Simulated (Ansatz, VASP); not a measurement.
**BaZnSbCl in VASP and in Ansatz**

INCAR

```
  PREC = Accurate
  ENCUT = 500
  EDIFF = 1E-6
  ISMEAR = -1
  SIGMA = 0.1
  LREAL = False
  LASPH = True
  NELM = 120
  ALGO = Normal
  ISIF = 2
  LWAVE = False
  LCHARG = False
  GGA = RE
  NBANDS = 54
  GGA_COMPAT = False
```

KPOINTS

```
Automatic mesh
0
Gamma
  4 4 2
```

POSCAR

```
BaZnSbCl
1.0
    4.7021810000      0.0000000000      0.0000000000
    0.0000000000      4.7021810000      0.0000000000
    0.0000000000      0.0000000000     10.3602020000
Ba Cl Zn Sb
2 2 2 2
Direct
    0.7500000000      0.7500000000      0.3507900000
    0.2500000000      0.2500000000      0.6492100000
    0.2500000000      0.7500000000      0.5000000000
    0.7500000000      0.2500000000      0.5000000000
    0.2500000000      0.7500000000      0.0000000000
    0.7500000000      0.2500000000      0.0000000000
    0.2500000000      0.2500000000      0.1660400000
    0.7500000000      0.7500000000      0.8339600000
```

Input for Ansatz:

```yaml
crystal:
  lattice:
    - [4.702181, 0.0, 0.0]
    - [0.0, 4.702181, 0.0]
    - [0.0, 0.0, 10.360202]
  atoms:
    - { symbol: Ba, position: [0.75, 0.75, 0.35079] }
    - { symbol: Ba, position: [0.25, 0.25, 0.64921] }
    - { symbol: Cl, position: [0.25, 0.75, 0.5] }
    - { symbol: Cl, position: [0.75, 0.25, 0.5] }
    - { symbol: Zn, position: [0.25, 0.75, 0.0] }
    - { symbol: Zn, position: [0.75, 0.25, 0.0] }
    - { symbol: Sb, position: [0.25, 0.25, 0.16604] }
    - { symbol: Sb, position: [0.75, 0.75, 0.83396] }
  symmetry: { tolerance: 0.0003 }
kpoints:
  mp_grid: { grid: [4, 4, 2], shift: [0, 0, 0] }
magnetization:
  spin_polarized: false
scf:
  occupations: { method: fermi_dirac }
hamiltonian:
  pseudopotentials: { kind: paw }
  xc: revpbe
basis:
  ecutwfc: 420
output:
  forces: true
  stress: true
  eigenvalues: true
```

Alike in both runs: task single point; functional revPBE; k mesh 4 × 4 × 2; no spin polarisation.

|  | VASP | Ansatz |
| --- | --- | --- |
| version | VASP 6.6.1 | Ansatz 0.2.0 |
| potentials or method | VASP PAW PBE potentials, release 64 (Ba_sv, Cl, Zn, Sb_d_GW), cutoff 500 eV | PAW plane waves |
| occupations | fermi-dirac, width 0.1 eV | fermi-dirac |
| valence electrons in the cell | 88 | 88 |

|  | VASP | Ansatz | Ansatz less VASP |
| --- | --- | --- | --- |
| gap on the k mesh at the Fermi level (eV) | none | none | - |
| pressure (GPa) | 5.8 | 5.1 | -0.71 |
| traceless stress, the component that is largest in VASP (GPa) | -1.03 | -0.98 | +0.050 |
| rms of the force components (eV/Å) | 1.018 | 0.952 | -0.0656 |

VASP's potentials were made for PBE, not for revPBE. Atom by atom the forces differ by 0.066 eV/Å (rms over components). A gap of «none» marks a metal or a gap that the smearing closes.

Spin-orbit coupling is off throughout.
